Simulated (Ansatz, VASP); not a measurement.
## MoS2 in VASP and in Ansatz

INCAR

```
SYSTEM = MoS2
  AGGAC = 1.0
  AGGAX = 1.0
  ALDAC = 0.0
  ALDAX = 1.0
  ALGO = Normal
  EDIFF = 1E-6
  ENCUT = 520
  GGA = B5
  ISIF = 2
  ISMEAR = -1
  LASPH = .True.
  LCHARG = .True.
  LELF = .True.
  LREAL = .False.
  LVHAR = .True.
  LWAVE = .False.
  NBANDS = 20
  NELM = 100
  PREC = Accurate
  SIGMA = 0.05
```

KPOINTS

```
k-points
0
Gamma
  6 6 6
  0 0 0
```

POSCAR

```
MoS2
1.0
    1.5800000000      0.9122134253      6.1500000000
   -1.5800000000      0.9122134253      6.1500000000
    0.0000000000     -1.8244268506      6.1500000000
Mo S
1 2
Direct
    0.0000000000      0.0000000000      0.0000000000
    0.4170000000      0.4170000000      0.4170000000
    0.2500000000      0.2500000000      0.2500000000
```

Contents of input.yaml:

```yaml
crystal:
  lattice:
    - [1.58, 0.9122134253, 6.15]
    - [-1.58, 0.9122134253, 6.15]
    - [0.0, -1.8244268506, 6.15]
  atoms:
    - { symbol: Mo, position: [0.0, 0.0, 0.0] }
    - { symbol: S, position: [0.417, 0.417, 0.417] }
    - { symbol: S, position: [0.25, 0.25, 0.25] }
hamiltonian:
  xc: blyp
  pseudopotentials: { kind: paw }
kpoints:
  mp_grid: { grid: [6, 6, 6] }
  band_path:
    path:
      - [[0.0, 0.0, 0.0], [0.5, 0.0, 0.0], [0.5, 0.181334009, -0.181334009]]
      - [[0.818665991, 0.5, 0.181334009], [0.5, 0.5, 0.5], [0.0, 0.0, 0.0], [0.3406670045, 0.0, -0.3406670045]]
      - [[0.6593329955, 0.3406670045, 0.0], [0.5, 0.5, 0.0], [0.6593329955, 0.6593329955, 0.181334009], [0.5, 0.5, 0.5]]
      - [[0.5, 0.0, 0.0], [0.818665991, 0.3406670045, 0.3406670045]]
    npoints: 14
scf:
  occupations: { method: fermi_dirac, width: 0.05 }
  n_extra_bands: 7
output:
  forces: true
  stress: true
  eigenvalues: true
  fatbands: false
```

Alike in both runs: functional BLYP; k mesh 6 × 6 × 6; occupations fermi-dirac, width 0.05 eV; no spin polarisation.

|  | VASP | Ansatz |
| --- | --- | --- |
| version | VASP 6.6.1 | Ansatz 0.2.0 |
| potentials or method | VASP PAW PBE potentials, release 64 (Mo_sv, S) | Ansatz PAW |
| plane-wave cutoff (eV) | 520 | 420 |
| valence electrons in the cell | 26 | 26 |
| task | single point | band structure |

```tsv
	VASP	Ansatz	Ansatz less VASP
gap on the k mesh at the Fermi level (eV)	0.93	0.92	-0.015
least direct gap on the mesh (eV)	1.71	1.70	-0.009
pressure (GPa)	12.9	12.9	-0.01
traceless stress, the component that is largest in VASP (GPa)	-0.05	0.02	+0.073
rms of the force components (eV/Å)	0.425	0.424	-0.0007
```

VASP's potentials were made for PBE, not for BLYP. Atom by atom the forces differ by 0.001 eV/Å (rms over components).
